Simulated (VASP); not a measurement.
# TaN (P6/mmm) in VASP: further runs

Runs on TaN. Level: PBEsol+U. Tasks: single point.

Everything below comes from runs of VASP 6.6.1. Logs are shortened: lines on timing, memory, paths and dates and some standing lists are left out, and cuts for length are marked.

**1. The cell of the first run**

It takes space group P6/mmm (No. 191, hexagonal). The conventional cell has a = 5.185 Å, b = 5.185 Å, c = 2.908 Å, α = 90.00°, β = 90.00°, γ = 120.00°. Within 3.4 Å of Ta (site symmetry 6/mmm) lie 6 N at 2.59 Å and 14 Ta at 2.91 to 3.33 Å. Within 3.0 Å of Ta (site symmetry -6m2) lie 6 N at 2.09 Å and 5 Ta at 2.91 to 2.99 Å. N (site symmetry mmm) has 6 Ta at 2.09 to 2.59 Å and 6 N at 2.59 to 2.91 Å within 3.0 Å.

**2. Single point, PBEsol+U, collinear spin**

Input file INCAR:

```
SYSTEM = TaN
PREC = Accurate
ENCUT = 700
EDIFF = 1E-6
ISMEAR = 0
SIGMA = 0.05
LREAL = .FALSE.
LASPH = .TRUE.
NELM = 200
ALGO = Normal
ISIF = 2
LWAVE = .FALSE.
LCHARG = .FALSE.
ISPIN = 2
MAGMOM = 2.08 0.4 0.4 0.05 0.05 0.05
LORBIT = 11
NUPDOWN = 5.4
LMAXMIX = 4
LDAU = .TRUE.
LDAUTYPE = 2
LDAUL = 2 -1
LDAUU = 4 0
LDAUJ = 0 0
LDAUPRINT = 1
GGA = PS
NBANDS = 40
GGA_COMPAT = .FALSE.
```

Input file KPOINTS:

```
regular mesh
0
G
  4 4 7
  0 0 0
```

Input file POSCAR:

```
TaN
1.0
    5.1850002000      0.0000000000      0.0000000000
   -2.5925001000      4.4903418900      0.0000000000
    0.0000000000      0.0000000000      2.9080005300
Ta N
3 3
Direct
    0.0000000000      0.0000000000      0.0000000000
    0.3333333333      0.6666666667      0.5000000000
    0.6666666667      0.3333333333      0.5000000000
    0.5000000000      0.0000000000      0.0000000000
    0.5000000000      0.5000000000      0.0000000000
    0.0000000000      0.5000000000      0.0000000000
```

Potentials or basis: VASP PAW PBE potentials, release 64 (Ta_sv_GW, N).

On the command line:

```bash
$ cat potpaw_PBE.64/Ta_sv_GW/POTCAR potpaw_PBE.64/N/POTCAR > POTCAR
$ mpirun -np 1 vasp_std > vasp.out
```

OUTCAR:

```text
SYSTEM = TaN
   PREC = Accurate
   ENCUT = 700
   EDIFF = 1E-6
   ISMEAR = 0
   LREAL = .FALSE.
   LASPH = .TRUE.
   NELM = 200
   ISIF = 2
   ISPIN = 2
   LORBIT = 11
   NUPDOWN = 5.4
   GGA = PS

 ion  position               nearest neighbor table
   1  0.000  0.000  0.000-
   2  0.333  0.667  0.500-   4 2.09   4 2.09   6 2.09   6 2.09   5 2.09   5 2.09   3 2.99   3 2.99
                             3 2.99
   3  0.667  0.333  0.500-   4 2.09   4 2.09   6 2.09   6 2.09   5 2.09   5 2.09   2 2.99   2 2.99
                             2 2.99
   4  0.500  0.000  0.000-   2 2.09   3 2.09   2 2.09   3 2.09
   5  0.500  0.500  0.000-   2 2.09   3 2.09   2 2.09   3 2.09
   6  0.000  0.500  0.000-   2 2.09   3 2.09   2 2.09   3 2.09

  LATTYP: Found a hexagonal cell.
 ALAT       =     5.1850002000
 C/A-ratio  =     0.5608486823

  Lattice vectors:

 A1 = (   5.1850002000,   0.0000000000,   0.0000000000)
 A2 = (  -2.5925001000,   4.4903418900,   0.0000000000)
 A3 = (   0.0000000000,   0.0000000000,   2.9080005300)

Analysis of symmetry for initial positions (statically):
=====================================================================
 Subroutine PRICEL returns:
 Original cell was already a primitive cell.

 Routine SETGRP: Setting up the symmetry group for a
 hexagonal supercell.

 Subroutine GETGRP returns: Found 24 space group operations
 (whereof 24 operations were pure point group operations)
 out of a pool of 24 trial point group operations.

The static configuration has the point symmetry D_6h.

Analysis of symmetry for dynamics (positions and initial velocities):
=====================================================================
 Subroutine PRICEL returns:
 Original cell was already a primitive cell.

 Routine SETGRP: Setting up the symmetry group for a
 hexagonal supercell.

 Subroutine GETGRP returns: Found 24 space group operations
 (whereof 24 operations were pure point group operations)
 out of a pool of 24 trial point group operations.

The dynamic configuration has the point symmetry D_6h.

Analysis of structural, dynamic, and magnetic symmetry:
=====================================================================
 Subroutine PRICEL returns:
 Original cell was already a primitive cell.

 Routine SETGRP: Setting up the symmetry group for a
 hexagonal supercell.

 Subroutine GETGRP returns: Found 24 space group operations
 (whereof 24 operations were pure point group operations)
 out of a pool of 24 trial point group operations.

The overall configuration has the point symmetry D_6h.

 Subroutine INISYM returns: Found 24 space group operations
 (whereof 24 operations are pure point group operations),
 and found     1 'primitive' translations

----------------------------------------------------------------------------------------

                                     Primitive cell

  volume of cell :      67.7053

  direct lattice vectors                    reciprocal lattice vectors
     5.185000200  0.000000000  0.000000000     0.192864023  0.111350096  0.000000000
    -2.592500100  4.490341890  0.000000000     0.000000000  0.222700192  0.000000000
     0.000000000  0.000000000  2.908000530     0.000000000  0.000000000  0.343878892

  length of vectors
     5.185000200  5.185000198  2.908000530     0.222700192  0.222700192  0.343878892

  position of ions in fractional coordinates (direct lattice)
     0.000000000  0.000000000  0.000000000
     0.333333333  0.666666667  0.500000000
     0.666666667  0.333333333  0.500000000
     0.500000000  0.000000000  0.000000000
     0.500000000  0.500000000  0.000000000
     0.000000000  0.500000000  0.000000000

  ion indices of the primitive-cell ions
   primitive index   ion index
                 1           1
                 2           2
                 3           3
                 4           4
                 5           5
                 6           6

[... 42 lines left out ...]
  0.500000  0.000000  0.428571      6.000000
  0.250000  0.250000  0.428571     12.000000
   k-points           NKPTS =     16   k-points in BZ     NKDIM =     16   number of bands    NBANDS=     40
   number of dos      NEDOS =    301   number of ions     NIONS =      6
   total plane-waves  NPLWV =  64512
   dimension x,y,z NGX =    48 NGY =   48 NGZ =   28
   dimension x,y,z NGXF=    96 NGYF=   96 NGZF=   56
   ions per type =               3   3
   NGX,Y,Z   is equivalent  to a cutoff of  15.39, 15.39, 16.01 a.u.
   NGXF,Y,Z  is equivalent  to a cutoff of  30.78, 30.78, 32.01 a.u.
 SYSTEM =  TaN
   PREC   = accura    normal or accurate (medium, high low for compatibility)
   ISTART =      0    job   : 0-new  1-cont  2-samecut
   ICHARG =      2    charge: 1-file 2-atom 10-const
   ISPIN  =      2    spin polarized calculation?
   LNONCOLLINEAR =      F non collinear calculations
   LSORBIT =      F    spin-orbit coupling
   LASPH  =      T    aspherical Exc in radial PAW
   ENCUT  =  700.0 eV  51.45 Ry    7.17 a.u.  11.19 11.19  6.27*2*pi/ulx,y,z
   NELM   =    200;   NELMIN=  2; NELMDL= -5     # of ELM steps
   EDIFF  = 0.1E-05   stopping-criterion for ELM
   LREAL  =      F    real-space projection
   EDIFFG = 0.1E-04   stopping-criterion for IOM
   NSW    =      0    number of steps for IOM
   IBRION =     -1    ionic relax: 0-MD 1-quasi-New 2-CG
   NFREE  =      0    steps in history (QN), initial steepest desc. (CG)
   ISIF   =      2    stress and relaxation
   ISYM   =      2    0-nonsym 1-usesym 2-fastsym
   POTIM  = 0.5000    time-step for ionic-motion
   TEBEG  =    0.0;   TEEND  =   0.0 temperature during run
   PSTRESS=    0.0 pullay stress
   NELECT =      54.0000    total number of electrons
   NUPDOWN=       5.4000    fix difference up-down
   EMIN   =  10.00;   EMAX   =-10.00  energy-range for DOS
   EFERMI =   0.00;   METHOD = LEGACY
   ISMEAR =     0;   SIGMA  =   0.05  broadening in eV -4-tet -1-fermi 0-gaus
   EFERMI_NEDOS =   21; number of points for ismear=-14 and -15
   IALGO  =     38    algorithm
   IMIX   =      4    mixing-type and parameters
     AMIX     =   0.40;   BMIX     =  1.00
     AMIX_MAG =   1.60;   BMIX_MAG =  1.00
  volume/ion in A,a.u.               =      11.28        76.15
  Fermi-wavevector in a.u.,A,eV,Ry     =   1.518210  2.869001 31.360909  2.304962
  Thomas-Fermi vector in A             =   2.627361
   LORBIT       =     11    0 simple, 1 ext, 2 COOP (PROOUT), +10 PAW based schemes
 LDA+U is selected, type is set to LDAUTYPE =  2
   angular momentum for each species LDAUL =     2   -1
   U (eV)           for each species LDAUU =   4.0  0.0
   J (eV)           for each species LDAUJ =   0.0  0.0
   GGA     = PS    functional components
   LHFCALC =     F    Hartree Fock is set to
   AEXX    =    0.0000 exact exchange contribution
   IVDW    =     0    specifies the selected vdW correction
   LEPSILON=     F    determine dielectric tensor
   LRPA    =     F    only Hartree local field effects (RPA)
 spin polarized calculation
 Gauss-broadening in eV      SIGMA  =   0.05
  energy-cutoff  :      700.00
  volume of cell :       67.71
 maximum number of plane-waves:      2864
 NGX is ok and might be reduce to    48
   NGX = 23   NGY = 23   NGZ = 13

atom =   1  type =  1  l = 2

 onsite density matrix

spin component  1
[... 83 lines left out ...]
  o =  0.1340  v =  0.0000  0.0000  0.0000  0.0000  0.0000  0.0000 -0.0000 -0.0000  0.0000 -1.0000      0.0000  0.0000  0.0000  0.0000  0.0000  0.0000  0.0000  0.0000  0.0000  0.0000
  o =  0.1340  v =  0.0000  0.0000  0.0000  0.0000  0.0000  1.0000  0.0000  0.0000  0.0000  0.0000      0.0000  0.0000  0.0000  0.0000  0.0000  0.0000  0.0000  0.0000  0.0000  0.0000
  o =  0.1409  v =  0.0000  0.0000  0.0000  0.0000  0.0000  0.0000  0.0000  1.0000  0.0000 -0.0000      0.0000  0.0000  0.0000  0.0000  0.0000  0.0000  0.0000  0.0000  0.0000  0.0000
  o =  0.2271  v =  0.0000  0.0000  0.0000  0.0000  0.0000  0.0000  1.0000 -0.0000 -0.0000 -0.0000      0.0000  0.0000  0.0000  0.0000  0.0000  0.0000  0.0000  0.0000  0.0000  0.0000
  o =  0.2271  v =  0.0000  0.0000  0.0000  0.0000  0.0000  0.0000  0.0000 -0.0000  1.0000  0.0000      0.0000  0.0000  0.0000  0.0000  0.0000  0.0000  0.0000  0.0000  0.0000  0.0000
  o =  0.2486  v =  0.0000 -1.0000 -0.0000  0.0000 -0.0000  0.0000  0.0000  0.0000  0.0000  0.0000      0.0000  0.0000  0.0000  0.0000  0.0000  0.0000  0.0000  0.0000  0.0000  0.0000
  o =  0.2486  v =  0.0000  0.0000  0.0000  1.0000 -0.0000  0.0000  0.0000  0.0000  0.0000  0.0000      0.0000  0.0000  0.0000  0.0000  0.0000  0.0000  0.0000  0.0000  0.0000  0.0000
  o =  0.3032  v =  1.0000  0.0000  0.0000  0.0000  0.0000  0.0000  0.0000  0.0000  0.0000  0.0000      0.0000  0.0000  0.0000  0.0000  0.0000  0.0000  0.0000  0.0000  0.0000  0.0000
  o =  0.3032  v =  0.0000  0.0000 -0.0000  0.0000 -1.0000  0.0000  0.0000  0.0000  0.0000  0.0000      0.0000  0.0000  0.0000  0.0000  0.0000  0.0000  0.0000  0.0000  0.0000  0.0000
  o =  0.3698  v =  0.0000 -0.0000  1.0000 -0.0000 -0.0000  0.0000  0.0000  0.0000  0.0000  0.0000      0.0000  0.0000  0.0000  0.0000  0.0000  0.0000  0.0000  0.0000  0.0000  0.0000

 number of electron      54.0000001 magnetization       5.4000278

 Free energy of the ion-electron system (eV)
  ---------------------------------------------------
  ext. energy  EPLUGINS =         0.00000000
  ---------------------------------------------------
  free energy    TOTEN  =       -60.71915993 eV

  energy without entropy =      -60.71366570  energy(sigma->0) =      -60.71641282

 E-fermi :  10.6826     XC(G=0): -13.4395

 val. band max:       14.1077602061   @ k =   0.5000   0.0000   0.2857
 cond. band min:      10.7134207095   @ k =   0.0000   0.0000   0.4286
 fundamental gap:     -3.3943394965
 Fermi energy:        14.1148003542

 spin component 1

 k-point     1 :       0.0000    0.0000    0.0000
  band No.  band energies     occupation
      1     -57.3177      1.00000
      2     -57.2688      1.00000
      3     -56.6220      1.00000
      4     -24.2760      1.00000
      5     -24.2760      1.00000
      6     -23.8438      1.00000
[... 661 lines left out ...]
     38      18.5826      0.00000
     39      19.4434      0.00000
 Fermi energy:        10.6826131189

 spin component 2

 k-point     1 :       0.0000    0.0000    0.0000
  band No.  band energies     occupation
      1     -57.0281      1.00000
      2     -56.9805      1.00000
      3     -55.7037      1.00000
      4     -23.8364      1.00000
      5     -23.8364      1.00000
      6     -23.3830      1.00000
[... 661 lines left out ...]
     38      19.2584      0.00000
     39      20.0785      0.00000
 [bands above 39 left out]

------------------------ aborting loop because EDIFF is reached ----------------------------------------

  FORCE on cell =-STRESS in cart. coord.  units (eV):
  Direction    XX          YY          ZZ          XY          YZ          ZX
  --------------------------------------------------------------------------------------
  -------------------------------------------------------------------------------------
  Total       13.3244993     13.3244992     16.0154752      0.0000000     -0.0000000      0.0000000
  in kB      315.3107747    315.3107744    378.9899931      0.0000000     -0.0000000      0.0000000
  external PRESSURE =     336.5371807 kB  Pullay stress =       0.0000000 kB

 VOLUME and BASIS-vectors are now :
 -----------------------------------------------------------------------------
  energy-cutoff  :      700.00
  volume of cell :       67.71
      direct lattice vectors                 reciprocal lattice vectors
     5.185000200  0.000000000  0.000000000     0.192864023  0.111350096  0.000000000
    -2.592500100  4.490341890  0.000000000     0.000000000  0.222700192  0.000000000
     0.000000000  0.000000000  2.908000530     0.000000000  0.000000000  0.343878892

 POSITION                                       TOTAL-FORCE (eV/Angst)
 -----------------------------------------------------------------------------------
      0.00000      0.00000      0.00000        -0.000000     -0.000000      0.000000
     -0.00000      2.99356      1.45400         0.000000      0.000000      0.000000
      2.59250      1.49678      1.45400        -0.000000      0.000000      0.000000
      2.59250      0.00000      0.00000        -0.000000     -0.000000      0.000000
      1.29625      2.24517      0.00000        -0.000000     -0.000000      0.000000
     -1.29625      2.24517      0.00000         0.000000     -0.000000      0.000000
 -----------------------------------------------------------------------------------
    total drift:                               -0.000000      0.000000     -0.000000

  FREE ENERGIE OF THE ION-ELECTRON SYSTEM (eV)
  ---------------------------------------------------
  free  energy   TOTEN  =       -60.7191599313 eV

  energy  without entropy=      -60.7136657003  energy(sigma->0) =      -60.71641282

 total charge

# of ion       s       p       d       f       tot
--------------------------------------------------
    1        3.204   5.995   2.375   0.042  11.616
    2        3.314   6.083   2.287   0.190  11.874
    3        3.314   6.083   2.287   0.190  11.874
    4        1.249   2.547   0.000   0.000   3.796
    5        1.249   2.547   0.000   0.000   3.796
    6        1.249   2.547   0.000   0.000   3.796
--------------------------------------------------
tot         13.578  25.802   6.950   0.421  46.752

 magnetization (x)

# of ion       s       p       d       f       tot
--------------------------------------------------
    1        0.292   0.028   1.970   0.020   2.309
    2        0.085   0.006   0.603   0.030   0.724
    3        0.085   0.006   0.603   0.030   0.724
    4        0.016   0.082   0.000   0.000   0.098
    5        0.016   0.082   0.000   0.000   0.098
    6        0.016   0.082   0.000   0.000   0.098
--------------------------------------------------
tot          0.510   0.284   3.175   0.080   4.049
```

Run time: 2.5 min. Hardware: 1 thread of Intel Xeon Platinum 8488C (Sapphire Rapids), shared host; peak memory 0.35 GiB.

What came out:

```yaml
Free_energy: -60.7192 eV
Pressure: 33.7 GPa
Net_moment: 5.40 μB per cell
Site_moments: Ta +2.31, +0.72 (each value once); N +0.10 μB
Valence_electrons_inside_the_program's_atomic_spheres: Ta 11.62, 11.87 (each value once); N 3.80
```

Stress tensor (GPa, compression positive):
```
31.53  0.00  0.00
 0.00 31.53  0.00
 0.00  0.00 37.90
```

Eigenvalues of the final occupation matrices:
| site | spin | trace | eigenvalues |
| --- | --- | --- | --- |
| site 1 d | 1 | 2.20 | 0.36 0.36 0.39 0.55 0.55 |
| site 1 d | 2 | 0.21 | 0.02 0.02 0.05 0.06 0.06 |
| site 2 d | 1 | 1.47 | 0.25 0.25 0.30 0.30 0.37 |
| site 2 d | 2 | 0.86 | 0.13 0.13 0.14 0.23 0.23 |
| site 3 d | 1 | 1.47 | 0.25 0.25 0.30 0.30 0.37 |
| site 3 d | 2 | 0.86 | 0.13 0.13 0.14 0.23 0.23 |

Caveat: the moment is held away from its start; the stress differs along the axes, from 32 to 38 GPa; the PAW data sets were made with another functional, which shifts forces and pressure a little; spin-orbit coupling is left out, which moves the levels of the heavy elements; the total moment is fixed, so each spin has its own Fermi level and the state may be an excited one.

**3. Single point, PBEsol+U, collinear spin**

Input file INCAR:

```
PREC = Accurate
ENCUT = 700
EDIFF = 1E-6
ISMEAR = 0
SIGMA = 0.05
LREAL = F
LASPH = T
NELM = 200
ALGO = Normal
ISIF = 2
LWAVE = F
LCHARG = F
ISPIN = 2
MAGMOM = 2 2 2 0 0 0
LORBIT = 11
LMAXMIX = 4
LDAU = T
LDAUTYPE = 2
LDAUL = 2 -1
LDAUU = 4 0
LDAUJ = 0 0
LDAUPRINT = 1
GGA = PS
NBANDS = 40
GGA_COMPAT = F
```

Input file KPOINTS:

```
regular mesh
0
Gamma
  4 4 7
```

POSCAR is that of step 2.

Potentials or basis: VASP PAW PBE potentials, release 64 (Ta_sv_GW, N).

On the command line:

```bash
$ cat potpaw_PBE.64/Ta_sv_GW/POTCAR potpaw_PBE.64/N/POTCAR > POTCAR
$ mpirun -np 1 vasp_std > vasp.out
```

It took 4.3 min on 1 thread of Intel Xeon Platinum 8375C at 2.90GHz (Ice Lake), shared host; peak memory 0.35 GiB.

It converged, with:

| Item | Value |
| --- | --- |
| Free energy | -65.8414 eV |
| Pressure | 14.2 GPa |
| Band gap on the k mesh | zero (filled and empty bands overlap) |
| Net moment | 0.00 μB per cell |
| Valence electrons inside the program's atomic spheres | Ta 11.34, 11.79 (each value once); N 3.80 |

Stress tensor (GPa, compression positive):
```
13.10  0.00  0.00
 0.00 13.10  0.00
 0.00  0.00 16.53
```

Levels at points of the mesh, in eV from the Fermi level:
Spin up:
| k point | band 25 | band 26 | band 27 | band 28 | band 29 | band 30 |
| --- | --- | --- | --- | --- | --- | --- |
| (0.00, 0.00, 0.00) | -2.71 | -2.07 | -1.05 | -1.05 | 0.97 | 0.97 |
| (0.50, 0.00, 0.00) | -3.03 | -1.88 | -0.63 | 1.47 | 2.01 | 2.11 |
Spin down:
| k point | band 23 | band 24 | band 25 | band 26 | band 27 | band 28 | band 29 | band 30 | band 31 | band 32 |
| --- | --- | --- | --- | --- | --- | --- | --- | --- | --- | --- |
| (0.00, 0.00, 0.00) | -3.12 | -3.12 | -2.71 | -2.07 | -1.05 | -1.05 | 0.97 | 0.97 | 1.02 | 2.42 |
| (0.50, 0.00, 0.00) | -4.73 | -3.57 | -3.03 | -1.88 | -0.63 | 1.47 | 2.01 | 2.11 | 2.41 | 2.52 |

Eigenvalues of the final occupation matrices:
| site | spin | trace | eigenvalues |
| --- | --- | --- | --- |
| site 1 d | 1 | 1.03 | 0.15 0.15 0.24 0.24 0.25 |
| site 1 d | 2 | 1.03 | 0.15 0.15 0.24 0.24 0.25 |
| site 2 d | 1 | 1.13 | 0.20 0.20 0.23 0.23 0.26 |
| site 2 d | 2 | 1.13 | 0.20 0.20 0.23 0.23 0.26 |
| site 3 d | 1 | 1.13 | 0.20 0.20 0.23 0.23 0.26 |
| site 3 d | 2 | 1.13 | 0.20 0.20 0.23 0.23 0.26 |

Caveat: the cell stands under pressure; the PAW data sets were made with another functional, which shifts forces and pressure a little; spin-orbit coupling is left out, which moves the levels of the heavy elements.

The gap in the log of VASP goes by the Fermi energy; the results here count the filled bands.